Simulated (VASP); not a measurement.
# CsK2NbF6 (Fm-3m) in VASP: notebook

Runs on CsK2NbF6. Level: PBEsol. Tasks: single point.

Program: VASP 6.6.1. These are calculated values, not measurements. Logs are shortened: lines on timing, memory, paths and dates and some standing lists are left out, and cuts for length are marked.

### Step 1. The cell of the first run

Symmetry: Fm-3m, No. 225, cubic system. The conventional cell has a = 9.759 Å, b = 9.759 Å, c = 9.759 Å, α = 90.00°, β = 90.00°, γ = 90.00°. K (site symmetry -43m) has 12 F at 3.47 Å and 4 Cs at 4.23 Å and 4 Nb at 4.23 Å within 4.6 Å. Within 3.7 Å of Cs (site symmetry m-3m) lie 6 F at 2.77 Å. Nb (site symmetry m-3m) has 6 F at 2.10 Å within 2.8 Å. F (site symmetry 4mm) has 1 Nb at 2.10 Å and 1 Cs at 2.77 Å within 2.8 Å.

### Step 2. Single point, PBEsol

File INCAR:

```
SYSTEM = CsK2NbF6
ALGO     = Normal         ! electronic algorithm
EDIFF    = 1E-6           ! SCF threshold, eV
ENCUT    = 520            ! plane-wave cutoff, eV
GGA      = PS             ! functional
ISIF     = 2              ! what is computed and relaxed
ISMEAR   = 0              ! smearing method
LASPH    = .TRUE.         ! aspherical terms in the spheres
LCHARG   = .TRUE.         ! write CHGCAR
LELF     = .TRUE.         ! ELF
LREAL    = .FALSE.        ! projectors in reciprocal space
LVHAR    = .TRUE.       
LWAVE    = .FALSE.        ! write WAVECAR
NBANDS   = 52             ! bands
NELM     = 100            ! most SCF steps
PREC     = Accurate       ! precision mode
SIGMA    = 0.1            ! smearing width, eV
```

File KPOINTS:

```
k-points
0
G
  4 4 4
  0 0 0
```

File POSCAR:

```
CsK2NbF6
1.0
    0.0000000000      4.8795260000      4.8795260000
    4.8795260000      0.0000000000      4.8795260000
    4.8795260000      4.8795260000      0.0000000000
K Cs Nb F
2 1 1 6
Direct
    0.2500000000      0.2500000000      0.2500000000
    0.7500000000      0.7500000000      0.7500000000
    0.5000000000      0.5000000000      0.5000000000
    0.0000000000      0.0000000000      0.0000000000
    0.2156720000      0.2156720000      0.7843280000
    0.2156720000      0.7843280000      0.7843280000
    0.7843280000      0.7843280000      0.2156720000
    0.2156720000      0.7843280000      0.2156720000
    0.7843280000      0.2156720000      0.7843280000
    0.7843280000      0.2156720000      0.2156720000
```

Potentials or basis: VASP PAW PBE potentials, release 64 (K_sv, Cs_sv, Nb_sv, F).

Started as:

```console
$ cat potpaw_PBE.64/K_sv/POTCAR potpaw_PBE.64/Cs_sv/POTCAR potpaw_PBE.64/Nb_sv/POTCAR potpaw_PBE.64/F/POTCAR > POTCAR
$ mpirun -np 1 vasp_std > vasp.out
```

OUTCAR:

```text
SYSTEM = CsK2NbF6
   EDIFF = 1E-6
   ENCUT = 520
   GGA = PS
   ISIF = 2
   ISMEAR = 0
   LASPH = .TRUE.
   LREAL = .FALSE.
   NELM = 100
   PREC = Accurate

 ion  position               nearest neighbor table
   1  0.250  0.250  0.250-
   2  0.750  0.750  0.750-
   3  0.500  0.500  0.500-
   4  0.000  0.000  0.000-   5 2.10   6 2.10   7 2.10   8 2.10   9 2.10  10 2.10
   5  0.216  0.216  0.784-   4 2.10
   6  0.216  0.784  0.784-   4 2.10
   7  0.784  0.784  0.216-   4 2.10
   8  0.216  0.784  0.216-   4 2.10
   9  0.784  0.216  0.784-   4 2.10
  10  0.784  0.216  0.216-   4 2.10

  LATTYP: Found a face centered cubic cell.
 ALAT       =     9.7590520000

  Lattice vectors:

 A1 = (   0.0000000000,   4.8795260000,   4.8795260000)
 A2 = (   4.8795260000,   0.0000000000,   4.8795260000)
 A3 = (   4.8795260000,   4.8795260000,   0.0000000000)

Analysis of symmetry for initial positions (statically):
=====================================================================
 Subroutine PRICEL returns:
 Original cell was already a primitive cell.

 Routine SETGRP: Setting up the symmetry group for a
 face centered cubic supercell.

 Subroutine GETGRP returns: Found 48 space group operations
 (whereof 48 operations were pure point group operations)
 out of a pool of 48 trial point group operations.

The static configuration has the point symmetry O_h .

Analysis of symmetry for dynamics (positions and initial velocities):
=====================================================================
 Subroutine PRICEL returns:
 Original cell was already a primitive cell.

 Routine SETGRP: Setting up the symmetry group for a
 face centered cubic supercell.

 Subroutine GETGRP returns: Found 48 space group operations
 (whereof 48 operations were pure point group operations)
 out of a pool of 48 trial point group operations.

The dynamic configuration has the point symmetry O_h .

 Subroutine INISYM returns: Found 48 space group operations
 (whereof 48 operations are pure point group operations),
 and found     1 'primitive' translations

----------------------------------------------------------------------------------------

                                     Primitive cell

  volume of cell :     232.3608

  direct lattice vectors                    reciprocal lattice vectors
     0.000000000  4.879526000  4.879526000    -0.102468969  0.102468969  0.102468969
     4.879526000  0.000000000  4.879526000     0.102468969 -0.102468969  0.102468969
     4.879526000  4.879526000  0.000000000     0.102468969  0.102468969 -0.102468969

  length of vectors
     6.900691847  6.900691847  6.900691847     0.177481461  0.177481461  0.177481461

  position of ions in fractional coordinates (direct lattice)
     0.250000000  0.250000000  0.250000000
     0.750000000  0.750000000  0.750000000
     0.500000000  0.500000000  0.500000000
     0.000000000  0.000000000  0.000000000
     0.215672000  0.215672000  0.784328000
     0.215672000  0.784328000  0.784328000
     0.784328000  0.784328000  0.215672000
     0.215672000  0.784328000  0.215672000
     0.784328000  0.215672000  0.784328000
     0.784328000  0.215672000  0.215672000

  ion indices of the primitive-cell ions
   primitive index   ion index
                 1           1
                 2           2
                 3           3
                 4           4
                 5           5
                 6           6
                 7           7
                 8           8
                 9           9
                10          10

----------------------------------------------------------------------------------------

 KPOINTS: k-points

Automatic generation of k-mesh.
 Grid dimensions read from file:
 generate k-points for:    4    4    4

 Generating k-lattice:

  Cartesian coordinates                     Fractional coordinates (reciprocal lattice)
    -0.025617242  0.025617242  0.025617242     0.250000000  0.000000000  0.000000000
     0.025617242 -0.025617242  0.025617242     0.000000000  0.250000000  0.000000000
     0.025617242  0.025617242 -0.025617242     0.000000000  0.000000000  0.250000000

  Length of vectors
     0.044370365  0.044370365  0.044370365

  Shift w.r.t. Gamma in fractional coordinates (k-lattice)
     0.000000000  0.000000000  0.000000000

 Subroutine IBZKPT returns following result:
 ===========================================

 Found      8 irreducible k-points:

 Following reciprocal coordinates:
            Coordinates               Weight
  0.000000  0.000000  0.000000      1.000000
  0.250000  0.000000  0.000000      8.000000
  0.500000  0.000000  0.000000      4.000000
  0.250000  0.250000  0.000000      6.000000
  0.500000  0.250000  0.000000     24.000000
 -0.250000  0.250000  0.000000     12.000000
  0.500000  0.500000  0.000000      3.000000
 -0.250000  0.500000  0.250000      6.000000
   k-points           NKPTS =      8   k-points in BZ     NKDIM =      8   number of bands    NBANDS=     52
   number of dos      NEDOS =    301   number of ions     NIONS =     10
   total plane-waves  NPLWV = 157464
   dimension x,y,z NGX =    54 NGY =   54 NGZ =   54
   dimension x,y,z NGXF=   108 NGYF=  108 NGZF=  108
   ions per type =               2   1   1   6
   NGX,Y,Z   is equivalent  to a cutoff of  13.01, 13.01, 13.01 a.u.
   NGXF,Y,Z  is equivalent  to a cutoff of  26.02, 26.02, 26.02 a.u.
 SYSTEM =  CsK2NbF6
   PREC   = accura    normal or accurate (medium, high low for compatibility)
   ISTART =      0    job   : 0-new  1-cont  2-samecut
   ICHARG =      2    charge: 1-file 2-atom 10-const
   ISPIN  =      1    spin polarized calculation?
   LNONCOLLINEAR =      F non collinear calculations
   LSORBIT =      F    spin-orbit coupling
   LASPH  =      T    aspherical Exc in radial PAW
   ENCUT  =  520.0 eV  38.22 Ry    6.18 a.u.  12.83 12.83 12.83*2*pi/ulx,y,z
   NELM   =    100;   NELMIN=  2; NELMDL= -5     # of ELM steps
   EDIFF  = 0.1E-05   stopping-criterion for ELM
   LREAL  =      F    real-space projection
   EDIFFG = 0.1E-04   stopping-criterion for IOM
   NSW    =      0    number of steps for IOM
   IBRION =     -1    ionic relax: 0-MD 1-quasi-New 2-CG
   NFREE  =      0    steps in history (QN), initial steepest desc. (CG)
   ISIF   =      2    stress and relaxation
   ISYM   =      2    0-nonsym 1-usesym 2-fastsym
   POTIM  = 0.5000    time-step for ionic-motion
   TEBEG  =    0.0;   TEEND  =   0.0 temperature during run
   PSTRESS=    0.0 pullay stress
   NELECT =      82.0000    total number of electrons
   NUPDOWN=      -1.0000    fix difference up-down
   EMIN   =  10.00;   EMAX   =-10.00  energy-range for DOS
   EFERMI =   0.00;   METHOD = LEGACY
   ISMEAR =     0;   SIGMA  =   0.10  broadening in eV -4-tet -1-fermi 0-gaus
   EFERMI_NEDOS =   21; number of points for ismear=-14 and -15
   IALGO  =     38    algorithm
   IMIX   =      4    mixing-type and parameters
     AMIX     =   0.40;   BMIX     =  1.00
     AMIX_MAG =   1.60;   BMIX_MAG =  1.00
  volume/ion in A,a.u.               =      23.24       156.80
  Fermi-wavevector in a.u.,A,eV,Ry     =   1.156889  2.186204 18.209941  1.338393
  Thomas-Fermi vector in A             =   2.293506
   LORBIT       =      0    0 simple, 1 ext, 2 COOP (PROOUT), +10 PAW based schemes
   GGA     = PS    functional components
   LHFCALC =     F    Hartree Fock is set to
   AEXX    =    0.0000 exact exchange contribution
   IVDW    =     0    specifies the selected vdW correction
   LEPSILON=     F    determine dielectric tensor
   LRPA    =     F    only Hartree local field effects (RPA)
 non-spin polarized calculation
 Gauss-broadening in eV      SIGMA  =   0.10
  energy-cutoff  :      520.00
  volume of cell :      232.36
 maximum number of plane-waves:      6314
 NGX is ok and might be reduce to    54
   NGX = 25   NGY = 25   NGZ = 25

 number of electron      82.0000010 magnetization

 Free energy of the ion-electron system (eV)
  ---------------------------------------------------
  ext. energy  EPLUGINS =         0.00000000
  ---------------------------------------------------
  free energy    TOTEN  =       -51.45599163 eV

  energy without entropy =      -51.31203989  energy(sigma->0) =      -51.38401576

 E-fermi :   3.1227     XC(G=0):  -7.8802

 val. band max:        3.1067819945   @ k =   0.5000   0.5000   0.0000
 cond. band min:       3.1310594203   @ k =   0.2500   0.0000   0.0000
 fundamental gap:      0.0242774258
 Fermi energy:         3.1227042735

 k-point     1 :       0.0000    0.0000    0.0000
  band No.  band energies     occupation
      1     -53.9467      2.00000
      2     -30.1755      2.00000
      3     -30.1755      2.00000
      4     -30.1755      2.00000
      5     -29.9629      2.00000
      6     -29.9606      2.00000
[... 44 lines left out ...]
     51       6.5265      0.00000
     52       6.5466      0.00000

 k-point     2 :       0.2500    0.0000    0.0000
  band No.  band energies     occupation
      1     -53.9467      2.00000
      2     -30.1757      2.00000
      3     -30.1755      2.00000
      4     -30.1755      2.00000
      5     -29.9624      2.00000
      6     -29.9609      2.00000
[... 44 lines left out ...]
     51       6.4611      0.00000
     52       6.4723      0.00000

 k-point     3 :       0.5000    0.0000    0.0000
  band No.  band energies     occupation
      1     -53.9467      2.00000
      2     -30.1759      2.00000
      3     -30.1755      2.00000
      4     -30.1755      2.00000
      5     -29.9617      2.00000
      6     -29.9613      2.00000
[... 44 lines left out ...]
     51       6.6084      0.00000
     52       6.7014      0.00000

 k-point     4 :       0.2500    0.2500    0.0000
  band No.  band energies     occupation
      1     -53.9467      2.00000
      2     -30.1757      2.00000
      3     -30.1755      2.00000
      4     -30.1755      2.00000
      5     -29.9622      2.00000
      6     -29.9609      2.00000
[... 44 lines left out ...]
     51       6.4534      0.00000
     52       6.6029      0.00000

 k-point     5 :       0.5000    0.2500    0.0000
  band No.  band energies     occupation
      1     -53.9467      2.00000
      2     -30.1758      2.00000
      3     -30.1756      2.00000
      4     -30.1755      2.00000
      5     -29.9616      2.00000
      6     -29.9613      2.00000
[... 44 lines left out ...]
     51       6.4650      0.00000
     52       6.5075      0.00000

 k-point     6 :      -0.2500    0.2500    0.0000
  band No.  band energies     occupation
      1     -53.9467      2.00000
      2     -30.1758      2.00000
      3     -30.1756      2.00000
      4     -30.1755      2.00000
      5     -29.9618      2.00000
      6     -29.9612      2.00000
[... 44 lines left out ...]
     51       6.3597      0.00000
     52       6.6385      0.00000

 k-point     7 :       0.5000    0.5000    0.0000
  band No.  band energies     occupation
      1     -53.9467      2.00000
      2     -30.1760      2.00000
      3     -30.1755      2.00000
      4     -30.1755      2.00000
      5     -29.9616      2.00000
      6     -29.9613      2.00000
[... 44 lines left out ...]
     51       6.5365      0.00000
     52       6.5573      0.00000

 k-point     8 :      -0.2500    0.5000    0.2500
  band No.  band energies     occupation
      1     -53.9467      2.00000
      2     -30.1757      2.00000
      3     -30.1757      2.00000
      4     -30.1755      2.00000
      5     -29.9614      2.00000
      6     -29.9614      2.00000
[... 44 lines left out ...]
     51       6.3082      0.00000
     52       6.4428      0.00000

------------------------ aborting loop because EDIFF is reached ----------------------------------------

  FORCE on cell =-STRESS in cart. coord.  units (eV):
  Direction    XX          YY          ZZ          XY          YZ          ZX
  --------------------------------------------------------------------------------------
  -------------------------------------------------------------------------------------
  Total       -4.3516436     -4.3516436     -4.3516436     -0.0000000      0.0000000      0.0000000
  in kB      -30.0055089    -30.0055089    -30.0055089     -0.0000000      0.0000000      0.0000000
  external PRESSURE =     -30.0055089 kB  Pullay stress =       0.0000000 kB

 VOLUME and BASIS-vectors are now :
 -----------------------------------------------------------------------------
  energy-cutoff  :      520.00
  volume of cell :      232.36
      direct lattice vectors                 reciprocal lattice vectors
     0.000000000  4.879526000  4.879526000    -0.102468969  0.102468969  0.102468969
     4.879526000  0.000000000  4.879526000     0.102468969 -0.102468969  0.102468969
     4.879526000  4.879526000  0.000000000     0.102468969  0.102468969 -0.102468969

 POSITION                                       TOTAL-FORCE (eV/Angst)
 -----------------------------------------------------------------------------------
      2.43976      2.43976      2.43976         0.000000     -0.000000      0.000000
      7.31929      7.31929      7.31929         0.000000     -0.000000     -0.000000
      4.87953      4.87953      4.87953         0.000000      0.000000      0.000000
      0.00000      0.00000      0.00000         0.000000     -0.000000      0.000000
      4.87953      4.87953      2.10475         0.000000      0.000000     -0.846965
      7.65430      4.87953      4.87953         0.846965      0.000000      0.000000
      4.87953      4.87953      7.65430         0.000000      0.000000      0.846965
      4.87953      2.10475      4.87953         0.000000     -0.846965      0.000000
      4.87953      7.65430      4.87953         0.000000      0.846965      0.000000
      2.10475      4.87953      4.87953        -0.846965      0.000000      0.000000
 -----------------------------------------------------------------------------------
    total drift:                                0.000000      0.000000      0.000000

  FREE ENERGIE OF THE ION-ELECTRON SYSTEM (eV)
  ---------------------------------------------------
  free  energy   TOTEN  =       -51.4559916254 eV

  energy  without entropy=      -51.3120398913  energy(sigma->0) =      -51.38401576
```

Run time: 1.7 min. Hardware: 1 thread of Intel Xeon 6975P-C (Granite Rapids), shared host; peak memory 0.45 GiB.

What came out:

```
Free energy            : -51.4560 eV
Pressure               : -3.0 GPa
Largest force          : 0.847 eV/Å
Band gap on the k mesh : zero (band 41 reaches 3.18 eV, above the bottom of band 42 at 3.09 eV)
```

Forces in eV/Å, atoms in the order of the input:
```
K    0.000  0.000  0.000
K    0.000  0.000  0.000
Cs   0.000  0.000  0.000
Nb   0.000  0.000  0.000
F    0.000  0.000 -0.847
F    0.847  0.000  0.000
F    0.000  0.000  0.847
F    0.000 -0.847  0.000
F    0.000  0.847  0.000
F   -0.847  0.000  0.000
```

Caveat: the PAW data sets were made with another functional, which shifts forces and pressure a little; spin-orbit coupling is left out, which moves the levels of the heavy elements.

(Part 1 of 2 ends here.)
